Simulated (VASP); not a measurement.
# TaCuRe4S8 (F-43m) in VASP: single point with PBE

Aim: the single point of TaCuRe4S8 with PBE.

Everything below comes from runs of VASP 6.6.1. Logs are shortened: lines on timing, memory, paths and dates and some standing lists are left out, and cuts for length are marked.

## 1. The cell of the first run

Symmetry: F-43m, No. 216, cubic system. The conventional cell has a = 10.052 Å, b = 10.052 Å, c = 10.052 Å, α = 90.00°, β = 90.00°, γ = 90.00°. Within 3.1 Å of S (site symmetry 3m) lie 1 Cu at 2.35 Å and 3 Re at 2.42 Å. S (site symmetry 3m) has 1 Ta at 2.29 Å and 3 Re at 2.45 Å within 3.0 Å. Cu (site symmetry -43m) has 4 S at 2.35 Å within 3.1 Å. Ta (site symmetry -43m) has 4 S at 2.29 Å within 3.0 Å. Within 3.2 Å of Re (site symmetry 3m) lie 6 S at 2.42 to 2.45 Å.

## 2. Single point, PBE

INCAR

```
SYSTEM = TaCuRe4S8
PREC     = Accurate       ! precision mode
ENCUT    = 520            ! plane-wave cutoff, eV
EDIFF    = 1E-6           ! SCF threshold, eV
ISMEAR   = 0              ! smearing method
SIGMA    = 0.1629         ! smearing width, eV
LREAL    = .False.        ! projectors in reciprocal space
LASPH    = .True.         ! aspherical terms in the spheres
NELM     = 80             ! most SCF steps
ALGO     = Normal         ! electronic algorithm
ISIF     = 2              ! what is computed and relaxed
LWAVE    = .False.        ! write WAVECAR
LCHARG   = .False.        ! write CHGCAR
GGA      = PE             ! functional
NBANDS   = 62             ! bands
```

KPOINTS

```
regular mesh
0
Gamma
  6 6 6
  0 0 0
```

POSCAR

```
TaCuRe4S8
1.0
    0.0000000000      5.0261560000      5.0261560000
    5.0261560000      0.0000000000      5.0261560000
    5.0261560000      5.0261560000      0.0000000000
S Cu Ta Re
8 1 1 4
Direct
    0.6148000000      0.6148000000      0.6148000000
    0.1556000000      0.6148000000      0.6148000000
    0.6148000000      0.6148000000      0.1556000000
    0.6148000000      0.1556000000      0.6148000000
    0.1317000000      0.1317000000      0.1317000000
    0.6049000000      0.1317000000      0.1317000000
    0.1317000000      0.1317000000      0.6049000000
    0.1317000000      0.6049000000      0.1317000000
    0.7500000000      0.7500000000      0.7500000000
    0.0000000000      0.0000000000      0.0000000000
    0.3749000000      0.3749000000      0.3749000000
    0.8753000000      0.3749000000      0.3749000000
    0.3749000000      0.3749000000      0.8753000000
    0.3749000000      0.8753000000      0.3749000000
```

Potentials or basis: VASP PAW PBE potentials, release 64 (S, Cu, Ta_pv, Re).

Run with:

```
cat potpaw_PBE.64/S/POTCAR potpaw_PBE.64/Cu/POTCAR potpaw_PBE.64/Ta_pv/POTCAR potpaw_PBE.64/Re/POTCAR > POTCAR
mpirun -np 1 vasp_std > vasp.out
```

OUTCAR:

```text
SYSTEM = TaCuRe4S8
   PREC = Accurate
   ENCUT = 520
   EDIFF = 1E-6
   ISMEAR = 0
   LREAL = .False.
   LASPH = .True.
   NELM = 80
   ISIF = 2
   GGA = PE

 ion  position               nearest neighbor table
   1  0.615  0.615  0.615-   9 2.35  12 2.42  13 2.42  14 2.42
   2  0.156  0.615  0.615-   9 2.35  13 2.42  14 2.42  11 2.42
   3  0.615  0.615  0.156-   9 2.35  12 2.42  14 2.42  11 2.42
   4  0.615  0.156  0.615-   9 2.35  12 2.42  13 2.42  11 2.42
   5  0.132  0.132  0.132-  10 2.29  12 2.45  13 2.45  14 2.45
   6  0.605  0.132  0.132-  10 2.29  11 2.45  13 2.45  14 2.45
   7  0.132  0.132  0.605-  10 2.29  11 2.45  12 2.45  14 2.45
   8  0.132  0.605  0.132-  10 2.29  11 2.45  12 2.45  13 2.45
   9  0.750  0.750  0.750-   1 2.35   2 2.35   3 2.35   4 2.35
  10  0.000  0.000  0.000-   6 2.29   7 2.29   8 2.29   5 2.29
  11  0.375  0.375  0.375-   2 2.42   3 2.42   4 2.42   6 2.45   7 2.45   8 2.45
  12  0.875  0.375  0.375-   3 2.42   4 2.42   1 2.42   5 2.45   7 2.45   8 2.45
  13  0.375  0.375  0.875-   2 2.42   4 2.42   1 2.42   5 2.45   6 2.45   8 2.45
  14  0.375  0.875  0.375-   2 2.42   3 2.42   1 2.42   5 2.45   6 2.45   7 2.45

  LATTYP: Found a face centered cubic cell.
 ALAT       =    10.0523120000

  Lattice vectors:

 A1 = (   0.0000000000,   5.0261560000,   5.0261560000)
 A2 = (   5.0261560000,   0.0000000000,   5.0261560000)
 A3 = (   5.0261560000,   5.0261560000,   0.0000000000)

Analysis of symmetry for initial positions (statically):
=====================================================================
 Subroutine PRICEL returns:
 Original cell was already a primitive cell.

 Routine SETGRP: Setting up the symmetry group for a
 face centered cubic supercell.

 Subroutine GETGRP returns: Found 24 space group operations
 (whereof 24 operations were pure point group operations)
 out of a pool of 48 trial point group operations.

The static configuration has the point symmetry T_d .

Analysis of symmetry for dynamics (positions and initial velocities):
=====================================================================
 Subroutine PRICEL returns:
 Original cell was already a primitive cell.

 Routine SETGRP: Setting up the symmetry group for a
 face centered cubic supercell.

 Subroutine GETGRP returns: Found 24 space group operations
 (whereof 24 operations were pure point group operations)
 out of a pool of 48 trial point group operations.

The dynamic configuration has the point symmetry T_d .

 Subroutine INISYM returns: Found 24 space group operations
 (whereof 24 operations are pure point group operations),
[... 128 lines left out ...]
   IALGO  =     38    algorithm
   IMIX   =      4    mixing-type and parameters
     AMIX     =   0.40;   BMIX     =  1.00
     AMIX_MAG =   1.60;   BMIX_MAG =  1.00
  volume/ion in A,a.u.               =      18.14       122.41
  Fermi-wavevector in a.u.,A,eV,Ry     =   1.191894  2.252353 19.328584  1.420611
  Thomas-Fermi vector in A             =   2.327945
   LORBIT       =      0    0 simple, 1 ext, 2 COOP (PROOUT), +10 PAW based schemes
   GGA     = PE    functional components
   LHFCALC =     F    Hartree Fock is set to
   AEXX    =    0.0000 exact exchange contribution
   IVDW    =     0    specifies the selected vdW correction
   LEPSILON=     F    determine dielectric tensor
   LRPA    =     F    only Hartree local field effects (RPA)
 non-spin polarized calculation
 Gauss-broadening in eV      SIGMA  =   0.16
  energy-cutoff  :      520.00
  volume of cell :      253.94
 maximum number of plane-waves:      6863
 NGX is ok and might be reduce to    54
   NGX = 27   NGY = 27   NGZ = 27

 number of electron      97.9999995 magnetization

 Free energy of the ion-electron system (eV)
  ---------------------------------------------------
  ext. energy  EPLUGINS =         0.00000000
  ---------------------------------------------------
  free energy    TOTEN  =       -98.75228323 eV

  energy without entropy =      -98.49864290  energy(sigma->0) =      -98.62546306

 E-fermi :   6.2801     XC(G=0): -10.8247

 val. band max:        6.2769212172   @ k =   0.3333   0.1667   0.0000
 cond. band min:       6.2805335402   @ k =   0.5000   0.0000   0.0000
 fundamental gap:      0.0036123230
 Fermi energy:         6.2800608801

 k-point     1 :       0.0000    0.0000    0.0000
  band No.  band energies     occupation
      1     -28.8850      2.00000
      2     -28.8850      2.00000
      3     -28.8850      2.00000
      4      -9.3637      2.00000
      5      -7.8550      2.00000
      6      -7.8550      2.00000
[... 1013 lines left out ...]
     60       9.1321      0.00000
     61       9.3508      0.00000
 [bands above 61 left out]

------------------------ aborting loop because EDIFF is reached ----------------------------------------

  FORCE on cell =-STRESS in cart. coord.  units (eV):
  Direction    XX          YY          ZZ          XY          YZ          ZX
  --------------------------------------------------------------------------------------
  -------------------------------------------------------------------------------------
  Total       -1.2745965     -1.2745965     -1.2745965      0.0000000      0.0000000      0.0000000
  in kB       -8.0416543     -8.0416543     -8.0416543      0.0000000      0.0000000      0.0000000
  external PRESSURE =      -8.0416543 kB  Pullay stress =       0.0000000 kB

 VOLUME and BASIS-vectors are now :
 -----------------------------------------------------------------------------
  energy-cutoff  :      520.00
  volume of cell :      253.94
      direct lattice vectors                 reciprocal lattice vectors
     0.000000000  5.026156000  5.026156000    -0.099479602  0.099479602  0.099479602
     5.026156000  0.000000000  5.026156000     0.099479602 -0.099479602  0.099479602
     5.026156000  5.026156000  0.000000000     0.099479602  0.099479602 -0.099479602

 POSITION                                       TOTAL-FORCE (eV/Angst)
 -----------------------------------------------------------------------------------
      6.18016      6.18016      6.18016         0.061413      0.061413      0.061413
      6.18016      3.87215      3.87215         0.061413     -0.061413     -0.061413
      3.87215      3.87215      6.18016        -0.061413     -0.061413      0.061413
      3.87215      6.18016      3.87215        -0.061413      0.061413     -0.061413
      1.32389      1.32389      1.32389         0.251619      0.251619      0.251619
      1.32389      3.70227      3.70227         0.251619     -0.251619     -0.251619
      3.70227      3.70227      1.32389        -0.251619     -0.251619      0.251619
      3.70227      1.32389      3.70227        -0.251619      0.251619     -0.251619
      7.53923      7.53923      7.53923         0.000000      0.000000      0.000000
      0.00000      0.00000      0.00000         0.000000      0.000000      0.000000
      3.76861      3.76861      3.76861        -0.057161     -0.057161     -0.057161
      3.76861      6.28370      6.28370        -0.057161      0.057161      0.057161
      6.28370      6.28370      3.76861         0.057161      0.057161     -0.057161
      6.28370      3.76861      6.28370         0.057161     -0.057161      0.057161
 -----------------------------------------------------------------------------------
    total drift:                                0.000001      0.000001      0.000001

  FREE ENERGIE OF THE ION-ELECTRON SYSTEM (eV)
  ---------------------------------------------------
  free  energy   TOTEN  =       -98.7522832326 eV

  energy  without entropy=      -98.4986428968  energy(sigma->0) =      -98.62546306
```

OSZICAR:

```text
N       E                     dE             d eps       ncg     rms          rms(c)
DAV:   1     0.100303639824E+04    0.10030E+04   -0.40586E+04  3510   0.167E+03
DAV:   2     0.658945558529E+02   -0.93714E+03   -0.89375E+03  3778   0.892E+02
DAV:   3    -0.818519373226E+02   -0.14775E+03   -0.13780E+03  3724   0.355E+02
[... 18 lines left out ...]
DAV:  22    -0.987522838433E+02    0.32430E-05   -0.35580E-05  3448   0.135E-01    0.201E-02
DAV:  23    -0.987522868876E+02   -0.30443E-05   -0.29238E-05  3328   0.223E-02    0.130E-02
DAV:  24    -0.987522850837E+02    0.18039E-05   -0.10162E-06  1672   0.229E-02    0.850E-03
DAV:  25    -0.987522832638E+02    0.18198E-05   -0.44190E-06  2136   0.287E-02    0.103E-02
DAV:  26    -0.987522832326E+02    0.31236E-07   -0.31802E-06  1720   0.242E-02
   1 F= -.98752283E+02 E0= -.98625463E+02  d E =-.253640E+00
```

stdout:

```text
POSCAR found type information on POSCAR S CuTaRe
 POSCAR found :  4 types and      14 ions
 scaLAPACK will be used
 LDA part: xc-table for (Slater+PW92), standard interpolation
 POSCAR, INCAR and KPOINTS ok, starting setup
 FFT: planning ... GRIDC
 FFT: planning ... GRID_SOFT
 FFT: planning ... GRID
 WAVECAR not read
 entering main loop
```

Run time: 15 min. Hardware: 1 thread of Intel Xeon Platinum 8259CL at 2.50GHz (Skylake/Cascade Lake), shared host; peak memory 0.54 GiB.

Results:

| Property | Result |
| --- | --- |
| Free energy | -98.7523 eV |
| Pressure | -0.8 GPa |
| Largest force | 0.436 eV/Å |
| Band gap on the k mesh | zero (bands 49 and 50 overlap by 0.10 eV) |

Forces on the atoms (eV/Å):
```
S    0.061  0.061  0.061
S    0.061 -0.061 -0.061
S   -0.061 -0.061  0.061
S   -0.061  0.061 -0.061
S    0.252  0.252  0.252
S    0.252 -0.252 -0.252
S   -0.252 -0.252  0.252
S   -0.252  0.252 -0.252
Cu   0.000  0.000  0.000
Ta   0.000  0.000  0.000
Re  -0.057 -0.057 -0.057
Re  -0.057  0.057  0.057
Re   0.057  0.057 -0.057
Re   0.057 -0.057  0.057
```

Caveat: spin-orbit coupling is left out, which moves the levels of the heavy elements.
